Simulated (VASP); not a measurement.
# Sb (P6/mmm) in VASP: notebook

Sb is run at these levels: LDA; tasks: single point.

Program: VASP 6.6.1. These are calculated values, not measurements. Logs are shortened: lines on timing, memory, paths and dates and some standing lists are left out, and cuts for length are marked.

## (1) The cell of the first run

Symmetry: P6/mmm, No. 191, hexagonal system. Conventional cell: a = 5.315 Å, b = 5.315 Å, c = 3.171 Å, α = 90.00°, β = 90.00°, γ = 120.00°. Within 4.2 Å of Sb (site symmetry 6/mmm) lie 14 Sb at 3.17 to 3.45 Å. Sb (site symmetry -6m2) has 11 Sb at 3.07 to 3.45 Å within 4.0 Å.

## (2) Single point, LDA

The input, INCAR:

```
SYSTEM = Sb
ALGO = Normal
EDIFF = 1E-6
ENCUT = 520
ISIF = 2
ISMEAR = -1
LASPH = .TRUE.
LCHARG = .TRUE.
LELF = .TRUE.
LREAL = .FALSE.
LVHAR = .TRUE.
LWAVE = .FALSE.
NBANDS = 14
NELM = 100
PREC = Accurate
SIGMA = 0.1
```

The input, KPOINTS:

```
k-points
0
G
  7 7 10
  0 0 0
```

The input, POSCAR:

```
Sb
1.0
    5.3146666319      0.0000000000      0.0000000000
   -2.6573333159      4.6026363158      0.0000000000
    0.0000000000      0.0000000000      3.1705168931
Sb
3
Direct
    1.0000000000      0.0000000000      1.0000000000
    0.3333333333      0.6666666667      0.5000000000
    0.6666666667      0.3333333333      0.5000000000
```

Potentials or basis: VASP PAW LDA potentials, release 64 (Sb).

Launch:

```
$ cat potpaw_LDA.64/Sb/POTCAR > POTCAR
$ mpirun -np 1 vasp_std > vasp.out
```

OUTCAR:

```text
SYSTEM = Sb
   EDIFF = 1E-6
   ENCUT = 520
   ISIF = 2
   ISMEAR = -1
   LASPH = .TRUE.
   LREAL = .FALSE.
   NELM = 100
   PREC = Accurate

 ion  position               nearest neighbor table
   1  0.000  0.000  0.000-   2 3.45   3 3.45   2 3.45   3 3.45   2 3.45   2 3.45   3 3.45   3 3.45
                             3 3.45   3 3.45   2 3.45   2 3.45
   2  0.333  0.667  0.500-   3 3.07   3 3.07   3 3.07   1 3.45   1 3.45   1 3.45   1 3.45   1 3.45
                             1 3.45
   3  0.667  0.333  0.500-   2 3.07   2 3.07   2 3.07   1 3.45   1 3.45   1 3.45   1 3.45   1 3.45
                             1 3.45

  LATTYP: Found a hexagonal cell.
 ALAT       =     5.3146666319
 C/A-ratio  =     0.5965598809

  Lattice vectors:

 A1 = (   5.3146666319,   0.0000000000,   0.0000000000)
 A2 = (  -2.6573333159,   4.6026363158,   0.0000000000)
 A3 = (   0.0000000000,   0.0000000000,   3.1705168931)

Analysis of symmetry for initial positions (statically):
=====================================================================
 Subroutine PRICEL returns:
 Original cell was already a primitive cell.

 Routine SETGRP: Setting up the symmetry group for a
 hexagonal supercell.

 Subroutine GETGRP returns: Found 24 space group operations
 (whereof 24 operations were pure point group operations)
 out of a pool of 24 trial point group operations.

The static configuration has the point symmetry D_6h.

Analysis of symmetry for dynamics (positions and initial velocities):
=====================================================================
 Subroutine PRICEL returns:
 Original cell was already a primitive cell.

 Routine SETGRP: Setting up the symmetry group for a
 hexagonal supercell.

 Subroutine GETGRP returns: Found 24 space group operations
 (whereof 24 operations were pure point group operations)
 out of a pool of 24 trial point group operations.

The dynamic configuration has the point symmetry D_6h.

 Subroutine INISYM returns: Found 24 space group operations
 (whereof 24 operations are pure point group operations),
 and found     1 'primitive' translations

----------------------------------------------------------------------------------------

                                     Primitive cell

  volume of cell :      77.5555

  direct lattice vectors                    reciprocal lattice vectors
     5.314666632  0.000000000  0.000000000     0.188158556  0.108633393  0.000000000
    -2.657333316  4.602636316  0.000000000     0.000000000  0.217266786  0.000000000
[... 95 lines left out ...]
   POTIM  = 0.5000    time-step for ionic-motion
   TEBEG  =    0.0;   TEEND  =   0.0 temperature during run
   PSTRESS=    0.0 pullay stress
   NELECT =      15.0000    total number of electrons
   NUPDOWN=      -1.0000    fix difference up-down
   EMIN   =  10.00;   EMAX   =-10.00  energy-range for DOS
   EFERMI =   0.00;   METHOD = LEGACY
   ISMEAR =    -1;   SIGMA  =   0.10  broadening in eV -4-tet -1-fermi 0-gaus
   EFERMI_NEDOS =   21; number of points for ismear=-14 and -15
   IALGO  =     38    algorithm
   IMIX   =      4    mixing-type and parameters
     AMIX     =   0.40;   BMIX     =  1.00
     AMIX_MAG =   1.60;   BMIX_MAG =  1.00
  volume/ion in A,a.u.               =      25.85       174.46
  Fermi-wavevector in a.u.,A,eV,Ry     =   0.946748  1.789094 12.195330  0.896332
  Thomas-Fermi vector in A             =   2.074775
   LORBIT       =      0    0 simple, 1 ext, 2 COOP (PROOUT), +10 PAW based schemes
   GGA     = CA    functional components
   LHFCALC =     F    Hartree Fock is set to
   AEXX    =    0.0000 exact exchange contribution
   IVDW    =     0    specifies the selected vdW correction
   LEPSILON=     F    determine dielectric tensor
   LRPA    =     F    only Hartree local field effects (RPA)
 non-spin polarized calculation
  energy-cutoff  :      520.00
  volume of cell :       77.56
 maximum number of plane-waves:      2107
 NGX is ok and might be reduce to    40
   NGX = 19   NGY = 19   NGZ = 11

 number of electron      15.0000001 magnetization

 Free energy of the ion-electron system (eV)
  ---------------------------------------------------
  ext. energy  EPLUGINS =         0.00000000
  ---------------------------------------------------
  free energy    TOTEN  =       -13.83086830 eV

  energy without entropy =      -13.75816935  energy(sigma->0) =      -13.79451883

 E-fermi :   8.9368     XC(G=0): -10.5370

 val. band max:        8.9215591928   @ k =   0.1429   0.1429   0.4000
 cond. band min:       8.9526805175   @ k =   0.4286   0.1429   0.3000
 fundamental gap:      0.0311213247
 Fermi energy:         8.9368328733

 k-point     1 :       0.0000    0.0000    0.0000
  band No.  band energies     occupation
      1      -4.3443      2.00000
      2       0.5644      2.00000
      3       0.7769      2.00000
      4       4.7333      2.00000
      5       4.7333      2.00000
      6       5.0063      2.00000
      7       5.0063      2.00000
      8      10.5653      0.00000
      9      14.4979      0.00000
     10      14.4979      0.00000
     11      14.5174      0.00000
     12      14.9211      0.00000
     13      14.9361      0.00000
     14      19.2101      0.00000
[... 377 lines left out ...]
      1      -2.0596      2.00000
      2      -1.1618      2.00000
      3      -1.0736      2.00000
      4       5.5356      2.00000
      5       6.0950      2.00000
      6       7.6196      2.00000
      7       8.3347      1.99516
      8       9.0241      0.58934
      9       9.5938      0.00280
     10      11.7616      0.00000
     11      11.7942      0.00000
     12      12.5883      0.00000
     13      16.1986      0.00000
     14      16.3393      0.00000

 [... further k-points ...]
[... 5 lines left out ...]
  --------------------------------------------------------------------------------------
  -------------------------------------------------------------------------------------
  Total        0.0676183      0.0676183      0.0602200      0.0000000     -0.0000000      0.0000000
  in kB        1.3968886      1.3968886      1.2440515      0.0000000     -0.0000000      0.0000000
  external PRESSURE =       1.3459429 kB  Pullay stress =       0.0000000 kB

 VOLUME and BASIS-vectors are now :
 -----------------------------------------------------------------------------
  energy-cutoff  :      520.00
  volume of cell :       77.56
      direct lattice vectors                 reciprocal lattice vectors
     5.314666632  0.000000000  0.000000000     0.188158556  0.108633393  0.000000000
    -2.657333316  4.602636316  0.000000000     0.000000000  0.217266786  0.000000000
     0.000000000  0.000000000  3.170516893     0.000000000  0.000000000  0.315405984

 POSITION                                       TOTAL-FORCE (eV/Angst)
 -----------------------------------------------------------------------------------
      0.00000      0.00000      0.00000        -0.000000     -0.000000     -0.000000
     -0.00000      3.06842      1.58526         0.000000      0.000000     -0.000000
      2.65733      1.53421      1.58526         0.000000     -0.000000      0.000000
 -----------------------------------------------------------------------------------
    total drift:                                0.000000     -0.000000      0.000000

  FREE ENERGIE OF THE ION-ELECTRON SYSTEM (eV)
  ---------------------------------------------------
  free  energy   TOTEN  =       -13.8308682995 eV

  energy  without entropy=      -13.7581693534  energy(sigma->0) =      -13.79451883
```

OSZICAR:

```text
N       E                     dE             d eps       ncg     rms          rms(c)
DAV:   1     0.589112983506E+02    0.58911E+02   -0.47580E+03  1344   0.809E+02
DAV:   2    -0.104357202752E+02   -0.69347E+02   -0.64726E+02  1800   0.143E+02
DAV:   3    -0.138204611489E+02   -0.33847E+01   -0.32999E+01  1614   0.349E+01
DAV:   4    -0.138517440897E+02   -0.31283E-01   -0.31259E-01  1524   0.402E+00
DAV:   5    -0.138520896218E+02   -0.34553E-03   -0.34553E-03  1680   0.477E-01    0.349E+00
DAV:   6    -0.138384351699E+02    0.13654E-01   -0.43628E-03  1578   0.315E-01    0.201E+00
DAV:   7    -0.138308946457E+02    0.75405E-02   -0.80996E-03  1452   0.426E-01    0.453E-02
DAV:   8    -0.138308713014E+02    0.23344E-04   -0.16839E-04  1650   0.847E-02    0.247E-02
DAV:   9    -0.138308684840E+02    0.28173E-05   -0.53300E-06  1602   0.162E-02    0.430E-03
DAV:  10    -0.138308682995E+02    0.18457E-06   -0.38830E-07  1086   0.351E-03
   1 F= -.13830868E+02 E0= -.13794519E+02  d E =-.726989E-01
```

Wall time 58 s (1 thread of AMD EPYC 7R13, shared host); peak memory 0.15 GiB.

Results:

* Free energy: -13.8309 eV
* Pressure: 0.1 GPa

Caveat: spin-orbit coupling is left out, which moves the levels of the heavy elements.

## (3) Single point, LDA (volume scaled by 0.88)

The input, INCAR:

```
SYSTEM = Sb
ALGO = Normal ; EDIFF = 1E-7
ENCUT = 520 ; ISIF = 2
ISMEAR = -1 ; LASPH = .TRUE.
LCHARG = .TRUE. ; LELF = .TRUE.
LREAL = .FALSE. ; LVHAR = .TRUE.
LWAVE = .FALSE. ; NBANDS = 14
NELM = 100 ; PREC = Accurate
SIGMA = 0.1
```

The input, KPOINTS:

```
k-points
0
G
  8 8 11
  0 0 0
```

The input, POSCAR:

```
Sb
1.0
    5.0929598467      0.0000000000      0.0000000000
   -2.5464799233      4.4106326077      0.0000000000
    0.0000000000      0.0000000000      3.0382555198
Sb
3
Direct
    1.0000000000      0.0000000000      1.0000000000
    0.3333333333      0.6666666667      0.5000000000
    0.6666666667      0.3333333333      0.5000000000
```

Potentials or basis: VASP PAW LDA potentials, release 64 (Sb).

Launch:

```
$ cat potpaw_LDA.64/Sb/POTCAR > POTCAR
$ mpirun -np 1 vasp_std > vasp.out
```

OUTCAR:

```text
SYSTEM = Sb
   EDIFF = 1E-7
   ENCUT = 520
   ISIF = 2
   ISMEAR = -1
   LASPH = .TRUE.
   LREAL = .FALSE.
   NELM = 100
   PREC = Accurate

 ion  position               nearest neighbor table
   1  0.000  0.000  0.000-   2 3.31   3 3.31   2 3.31   3 3.31   2 3.31   2 3.31   3 3.31   3 3.31
                             3 3.31   3 3.31   2 3.31   2 3.31
   2  0.333  0.667  0.500-   3 2.94   3 2.94   3 2.94   1 3.31   1 3.31   1 3.31   1 3.31   1 3.31
                             1 3.31
   3  0.667  0.333  0.500-   2 2.94   2 2.94   2 2.94   1 3.31   1 3.31   1 3.31   1 3.31   1 3.31
                             1 3.31

  LATTYP: Found a hexagonal cell.
 ALAT       =     5.0929598467
 C/A-ratio  =     0.5965598809
[... 605 lines left out ...]
  -------------------------------------------------------------------------------------
  Total        5.6986113      5.6986113      4.2352361      0.0000000      0.0000000      0.0000000
  in kB      133.7778411    133.7778411     99.4243542      0.0000000      0.0000000      0.0000000
  external PRESSURE =     122.3266788 kB  Pullay stress =       0.0000000 kB

 VOLUME and BASIS-vectors are now :
 -----------------------------------------------------------------------------
  energy-cutoff  :      520.00
  volume of cell :       68.25
      direct lattice vectors                 reciprocal lattice vectors
     5.092959847  0.000000000  0.000000000     0.196349477  0.113362423  0.000000000
    -2.546479923  4.410632608  0.000000000     0.000000000  0.226724846  0.000000000
     0.000000000  0.000000000  3.038255520     0.000000000  0.000000000  0.329136241

 POSITION                                       TOTAL-FORCE (eV/Angst)
 -----------------------------------------------------------------------------------
      0.00000      0.00000      0.00000        -0.000000      0.000000      0.000000
     -0.00000      2.94042      1.51913         0.000000     -0.000000      0.000000
      2.54648      1.47021      1.51913         0.000000      0.000000     -0.000000
 -----------------------------------------------------------------------------------
    total drift:                                0.000000     -0.000000      0.000000

  FREE ENERGIE OF THE ION-ELECTRON SYSTEM (eV)
  ---------------------------------------------------
  free  energy   TOTEN  =       -13.5415946998 eV

  energy  without entropy=      -13.4921913967  energy(sigma->0) =      -13.51689305
```

OSZICAR:

```text
N       E                     dE             d eps       ncg     rms          rms(c)
DAV:   1     0.629311738831E+02    0.62931E+02   -0.47780E+03  1680   0.816E+02
DAV:   2    -0.101367824965E+02   -0.73068E+02   -0.68802E+02  2230   0.150E+02
DAV:   3    -0.135358675856E+02   -0.33991E+01   -0.33106E+01  2070   0.356E+01
DAV:   4    -0.135690401332E+02   -0.33173E-01   -0.33151E-01  1890   0.416E+00
DAV:   5    -0.135693929539E+02   -0.35282E-03   -0.35282E-03  2144   0.489E-01    0.445E+00
DAV:   6    -0.135517790099E+02    0.17614E-01   -0.24288E-03  1986   0.277E-01    0.262E+00
DAV:   7    -0.135416265758E+02    0.10152E-01   -0.41430E-03  1968   0.332E-01    0.479E-02
DAV:   8    -0.135416014005E+02    0.25175E-04   -0.16290E-04  1944   0.854E-02    0.331E-02
DAV:   9    -0.135415946825E+02    0.67180E-05   -0.19764E-05  2100   0.260E-02    0.963E-03
DAV:  10    -0.135415946998E+02   -0.17277E-07   -0.79549E-07  2016   0.570E-03
   1 F= -.13541595E+02 E0= -.13516893E+02  d E =-.494033E-01
```

It took 72 s on 1 thread of AMD EPYC 7R13, shared host; peak memory 0.15 GiB.

What came out:

| Property | Result |
| --- | --- |
| Free energy | -13.5416 eV |
| Pressure | 12.2 GPa |

Stress tensor (GPa, compression positive):
```
13.38  0.00  0.00
 0.00 13.38  0.00
 0.00  0.00  9.94
```

Caveat: spin-orbit coupling is left out, which moves the levels of the heavy elements.

## (4) Single point, LDA (volume scaled by 0.92)

The input, INCAR:

```
PREC = Accurate
ENCUT = 520
EDIFF = 1E-6
ISMEAR = -1
SIGMA = 0.1
LREAL = False
LASPH = True
NELM = 60
ALGO = Normal
ISIF = 2
LWAVE = False
LCHARG = False
GGA = CA
NBANDS = 14
```

The input, KPOINTS:

```
Automatic mesh
0
Gamma
  8 8 11
```

The input, POSCAR:

```
Sb
1.0
    5.1689853812      0.0000000000      0.0000000000
   -2.5844926906      4.4764726519      0.0000000000
    0.0000000000      0.0000000000      3.0836093036
Sb
3
Direct
    1.0000000000      0.0000000000      1.0000000000
    0.3333333333      0.6666666667      0.5000000000
    0.6666666667      0.3333333333      0.5000000000
```

Potentials or basis: VASP PAW LDA potentials, release 64 (Sb).

Launch:

```
$ cat potpaw_LDA.64/Sb/POTCAR > POTCAR
$ mpirun -np 1 vasp_std > vasp.out
```

OUTCAR:

```text
PREC = Accurate
   ENCUT = 520
   EDIFF = 1E-6
   ISMEAR = -1
   LREAL = False
   LASPH = True
   NELM = 60
   ISIF = 2
   GGA = CA

 ion  position               nearest neighbor table
   1  0.000  0.000  0.000-   2 3.36   3 3.36   2 3.36   3 3.36   2 3.36   2 3.36   3 3.36   3 3.36
                             3 3.36   3 3.36   2 3.36   2 3.36
   2  0.333  0.667  0.500-   3 2.98   3 2.98   3 2.98   1 3.36   1 3.36   1 3.36   1 3.36   1 3.36
                             1 3.36
   3  0.667  0.333  0.500-   2 2.98   2 2.98   2 2.98   1 3.36   1 3.36   1 3.36   1 3.36   1 3.36
                             1 3.36

  LATTYP: Found a hexagonal cell.
 ALAT       =     5.1689853812
 C/A-ratio  =     0.5965598809

  Lattice vectors:

 A1 = (   5.1689853812,   0.0000000000,   0.0000000000)
 A2 = (  -2.5844926906,   4.4764726519,   0.0000000000)
 A3 = (   0.0000000000,   0.0000000000,   3.0836093036)

Analysis of symmetry for initial positions (statically):
=====================================================================
 Subroutine PRICEL returns:
 Original cell was already a primitive cell.

 Routine SETGRP: Setting up the symmetry group for a
 hexagonal supercell.
[... 178 lines left out ...]
      1      -3.8711      2.00000
      2       1.7312      2.00000
      3       1.9164      2.00000
      4       5.5086      2.00000
      5       5.5086      2.00000
      6       5.7911      2.00000
      7       5.7911      2.00000
      8      11.8622      0.00000
      9      15.8151      0.00000
     10      16.3811      0.00000
     11      16.3811      0.00000
     12      16.8336      0.00000
     13      16.8752      0.00000
     14      20.7176      0.00000
[... 377 lines left out ...]
      1      -2.2710      2.00000
      2      -0.4157      2.00000
      3       1.3690      2.00000
      4       4.2716      2.00000
      5       7.7475      2.00000
      6       9.4396      1.99346
      7       9.9768      1.17229
      8      10.4036      0.03892
      9      11.9468      0.00000
     10      12.3345      0.00000
     11      12.6324      0.00000
     12      13.1032      0.00000
     13      16.3261      0.00000
     14      18.2774      0.00000

 [... further k-points ...]
[... 5 lines left out ...]
  --------------------------------------------------------------------------------------
  -------------------------------------------------------------------------------------
  Total        3.6531010      3.6531010      2.2754276     -0.0000000      0.0000000      0.0000000
  in kB       82.0298047     82.0298047     51.0943664     -0.0000000      0.0000000      0.0000000
  external PRESSURE =      71.7179919 kB  Pullay stress =       0.0000000 kB

 VOLUME and BASIS-vectors are now :
 -----------------------------------------------------------------------------
  energy-cutoff  :      520.00
  volume of cell :       71.35
      direct lattice vectors                 reciprocal lattice vectors
     5.168985381  0.000000000  0.000000000     0.193461565  0.111695086  0.000000000
    -2.584492691  4.476472652  0.000000000     0.000000000  0.223390173  0.000000000
     0.000000000  0.000000000  3.083609304     0.000000000  0.000000000  0.324295299

 POSITION                                       TOTAL-FORCE (eV/Angst)
 -----------------------------------------------------------------------------------
      0.00000      0.00000      0.00000        -0.000000     -0.000000     -0.000000
     -0.00000      2.98432      1.54180        -0.000000      0.000000     -0.000000
      2.58449      1.49216      1.54180         0.000000     -0.000000      0.000000
 -----------------------------------------------------------------------------------
    total drift:                                0.000000     -0.000000      0.000000

  FREE ENERGIE OF THE ION-ELECTRON SYSTEM (eV)
  ---------------------------------------------------
  free  energy   TOTEN  =       -13.7277005591 eV

  energy  without entropy=      -13.6778676671  energy(sigma->0) =      -13.70278411
```

stdout:

```text
POSCAR found type information on POSCAR Sb
 POSCAR found :  1 types and       3 ions
 scaLAPACK will be used
 LDA part: xc-table for (Slater(with rela. corr.)+CA(PZ))
 , standard interpolation
 POSCAR, INCAR and KPOINTS ok, starting setup
 FFT: planning ... GRIDC
 FFT: planning ... GRID_SOFT
 FFT: planning ... GRID
 WAVECAR not read
 entering main loop
```

Wall time 64 s (1 thread of AMD EPYC 7R13, shared host); peak memory 0.16 GiB.

What came out:

```yaml
Free_energy: -13.7277 eV
Pressure: 7.2 GPa
```

Levels at points of the mesh, in eV from the Fermi level:
```tsv
k point	band 6	band 7	band 8	band 9	band 10	band 11
(0.00, 0.00, 0.00)	-4.22	-4.22	1.85	5.80	6.37	6.37
(0.50, 0.00, 0.00)	-0.59	1.11	1.41	2.44	3.77	3.81
```

Caveat: spin-orbit coupling is left out, which moves the levels of the heavy elements.

## (5) Single point, LDA (volume scaled by 0.96)

The input, INCAR:

```
PREC = Accurate ; ENCUT = 520
EDIFF = 1E-7 ; ISMEAR = -1
SIGMA = 0.1 ; LREAL = F
LASPH = T ; NELM = 60
ALGO = Normal ; ISIF = 2
LWAVE = F ; LCHARG = F
GGA = CA ; NBANDS = 14
```

KPOINTS is that of step 4.

The input, POSCAR:

```
Sb
1.0
    5.2428380074      0.0000000000      0.0000000000
   -2.6214190037      4.5404309024      0.0000000000
    0.0000000000      0.0000000000      3.1276668175
Sb
3
Direct
    1.0000000000      0.0000000000      1.0000000000
    0.3333333333      0.6666666667      0.5000000000
    0.6666666667      0.3333333333      0.5000000000
```

Launch:

```
$ cat potpaw_LDA.64/Sb/POTCAR > POTCAR
$ mpirun -np 1 vasp_std > vasp.out
```

It took 68 s on 1 thread of AMD EPYC 7R13, shared host; peak memory 0.16 GiB.

The run converged. Its results:

```
Free energy : -13.8262 eV
Pressure    : 3.1 GPa
```

Stress tensor (GPa, compression positive):
```
4.05 0.00 0.00
0.00 4.05 0.00
0.00 0.00 1.33
```

Levels at points of the mesh, in eV from the Fermi level:
| k point | band 3 | band 4 | band 5 | band 6 | band 7 | band 8 | band 9 | band 10 | band 11 | band 12 |
| --- | --- | --- | --- | --- | --- | --- | --- | --- | --- | --- |
| (0.00, 0.00, 0.00) | -8.08 | -4.29 | -4.29 | -4.01 | -4.01 | 1.79 | 5.74 | 6.01 | 6.01 | 6.43 |
| (0.50, 0.00, 0.00) | -9.11 | -6.12 | -0.89 | -0.65 | 1.09 | 1.41 | 2.34 | 3.61 | 3.65 | 5.60 |

Caveat: spin-orbit coupling is left out, which moves the levels of the heavy elements.

(Part 1 of 2 ends here.)
